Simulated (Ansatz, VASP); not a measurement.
Sb: VASP beside Ansatz

The input POSCAR:

```
Sb
1.0
    2.1250856202      1.2269187549      3.7072099901
   -2.1250856202      1.2269187549      3.7072099901
    0.0000000000     -2.4538375098      3.7072099901
Sb
2
Direct
    0.7665100000      0.7665100000      0.7665100000
    0.2334900000      0.2334900000      0.2334900000
```

INCAR.step1

```
SYSTEM = Sb
PREC = Accurate
ENCUT = 400
EDIFF = 1E-5
ISMEAR = -1
SIGMA = 0.05
LREAL = .FALSE.
LASPH = .TRUE.
NELM = 120
ALGO = Normal
ISIF = 2
LWAVE = .TRUE.
LCHARG = .FALSE.
GGA = PE
NBANDS = 22
GGA_COMPAT = .FALSE.
```

Contents of INCAR.step2:

```
SYSTEM = Sb
PREC = Accurate
ENCUT = 400
EDIFF = 1E-6
ISMEAR = -1
SIGMA = 0.05
LREAL = .FALSE.
LASPH = .TRUE.
NELM = 120
ALGO = Normal
ISIF = 2
LWAVE = .FALSE.
LCHARG = .FALSE.
GGA = PE
LHFCALC = .TRUE.
HFSCREEN = 0.2079
PRECFOCK = Normal
ISTART = 1
NBANDS = 22
GGA_COMPAT = .FALSE.
```

The input KPOINTS:

```
Automatic mesh
0
G
  4 4 4
  0 0 0
```

Contents of input:

```
crystal:
  lattice:
    - [2.1250856202, 1.2269187549, 3.7072099901]
    - [-2.1250856202, 1.2269187549, 3.7072099901]
    - [0.0, -2.4538375098, 3.7072099901]
  atoms:
    - { symbol: Sb, position: [0.76651, 0.76651, 0.76651] }
    - { symbol: Sb, position: [0.23349, 0.23349, 0.23349] }
hamiltonian:
  xc: hse06
  pseudopotentials: { kind: paw }
kpoints:
  mp_grid: { grid: [4, 4, 4] }
scf:
  occupations: { method: fermi_dirac, width: 0.05 }
output:
  forces: true
  stress: true
  eigenvalues: true
```

Alike in both runs: task single point; functional HSE06; k mesh 4 × 4 × 4; occupations fermi-dirac, width 0.05 eV; no spin polarisation.

|  | VASP | Ansatz |
| --- | --- | --- |
| version | VASP 6.6.1 | Ansatz 0.2.0 |
| potentials or method | VASP PAW PBE potentials, release 64 (Sb_d_GW) | Ansatz PAW |
| plane-wave cutoff (eV) | 400 | 420 |
| valence electrons in the cell | 30 | 30 |

```csv
,VASP,Ansatz,Ansatz less VASP
gap on the k mesh at the Fermi level (eV),0.24,0.24,-0.002
least direct gap on the mesh (eV),0.43,0.43,-0.005
rms of the force components (eV/Å),0.056,0.055,-0.0002
```

Atom by atom the forces differ by 0.000 eV/Å (rms over components).

The k mesh is coarse, so the values compare programs but aren't converged. Spin-orbit coupling is off throughout.
